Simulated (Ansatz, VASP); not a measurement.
AlRu in VASP and in Ansatz

```
CELL_PARAMETERS angstrom
2.88703 0.00000 0.00000
0.00000 2.88703 0.00000
0.00000 0.00000 2.88703
ATOMIC_POSITIONS crystal
Al 0.00000 0.00000 0.00000
Ru 0.50000 0.50000 0.50000
```

Change from the starting cell: equal strain along all axes, cell held, atoms relaxed: -3.0 %.

Alike in both runs: task single point; functional PBEsol; k mesh 18 × 18 × 18; occupations gaussian, width 0.1 eV; no spin polarisation.

```csv
,VASP,Ansatz
version,VASP 6.6.1,Ansatz 0.2.0
potentials or method,"VASP PAW PBE potentials, release 64 (Al, Ru_pv), cutoff 520 eV","scalar-relativistic, plane waves, PAW"
valence electrons in the cell,17,19
```

Ansatz gave:

| Quantity | Value |
| --- | --- |
| gap on the k mesh at the Fermi level (eV) | none |
| pressure (GPa) | 24.4 |

Task: What did VASP give for the same quantities?

Result: gap on the k mesh at the Fermi level (eV): none; pressure (GPa): 24.6.

VASP's potentials were made for PBE, not for PBEsol. A gap of «none» marks a metal or a gap that the smearing closes. VASP's potentials hold 17 valence electrons a cell and Ansatz's 19, so a difference there can come from the potentials and not from the codes.
